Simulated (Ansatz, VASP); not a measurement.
## NbAs: VASP beside Ansatz

Contents of POSCAR:

```
NbAs
1.0
    0.0000000000      2.9260236880      2.9260236880
    2.9260236880      0.0000000000      2.9260236880
    2.9260236880      2.9260236880      0.0000000000
Nb As
1 1
Direct
    0.0000000000      0.0000000000      0.0000000000
    0.2500000000      0.2500000000      0.2500000000
```

The input INCAR.step1:

```
SYSTEM = NbAs
PREC = Accurate
ENCUT = 520
ISMEAR = 0
SIGMA = 0.1
LREAL = .FALSE.
LASPH = .TRUE.
NELM = 150
ISPIN = 2
MAGMOM = 1 0
LMAXMIX = 4
NBANDS = 20
GGA = PE
ALGO = Normal
EDIFF = 1E-4
LWAVE = .TRUE.
LCHARG = .FALSE.
```

The input INCAR.step2:

```
SYSTEM = NbAs
PREC = Accurate
ENCUT = 520
EDIFF = 1E-7
ISMEAR = 0
SIGMA = 0.1
LREAL = .FALSE.
LASPH = .TRUE.
NELM = 150
ALGO = Normal
ISIF = 2
LWAVE = .FALSE.
LCHARG = .FALSE.
ISPIN = 2
MAGMOM = 1 0
LORBIT = 11
LMAXMIX = 4
METAGGA = R2SCAN
LMIXTAU = .TRUE.
NBANDS = 20
ISTART = 1
```

The input KPOINTS:

```
Automatic mesh
0
G
  12 12 12
  0 0 0
```

Input for Ansatz:

```yaml
crystal:
  lattice:
    - [0.0, 2.9260238529, 2.9260238529]
    - [2.9260238529, 0.0, 2.9260238529]
    - [2.9260238529, 2.9260238529, 0.0]
  atoms:
    - { symbol: Nb, position: [0.0, 0.0, 0.0], spin: 1.0 }
    - { symbol: As, position: [0.25, 0.25, 0.25] }
basis:
  ecutwfc: 500
kpoints:
  mp_grid: { grid: [12, 12, 12] }
hamiltonian:
  xc: r2scan
scf:
  occupations: { method: gaussian, width: 0.1 }
  lower_state_search: "off"
output:
  forces: true
  stress: true
  eigenvalues: true
  populations: true
magnetization:
  spin_polarized: true
```

Alike in both runs: task single point; functional r2SCAN; k mesh 12 × 12 × 12; occupations gaussian, width 0.1 eV; collinear spin.

```csv
,VASP,Ansatz
version,VASP 6.6.1,Ansatz 0.2.0
potentials or method,"VASP PAW PBE potentials, release 64 (Nb_sv, As), cutoff 520 eV","scalar-relativistic, plane waves, PAW"
valence electrons in the cell,18,28
```

|  | VASP | Ansatz | Ansatz less VASP |
| --- | --- | --- | --- |
| gap on the k mesh at the Fermi level (eV) | none | none | - |
| pressure (GPa) | -0.1 | 0.0 | +0.08 |
| net moment per atom (μB) | 0.70 | 0.71 | +0.004 |
| size of the moment on the site where the two differ most (μB) | 1.15 | 0.98 | -0.172 |

VASP's potentials were made for PBE, not for r2SCAN. Site moments also hang on the region over which each program counts them. A gap of «none» marks a metal or a gap that the smearing closes. The functional is the same, so the differences come from potentials, cutoffs and numerics. VASP's potentials hold 18 valence electrons a cell and Ansatz's 28, so a difference there can come from the potentials and not from the codes. Ansatz's warnings: stability check not made.
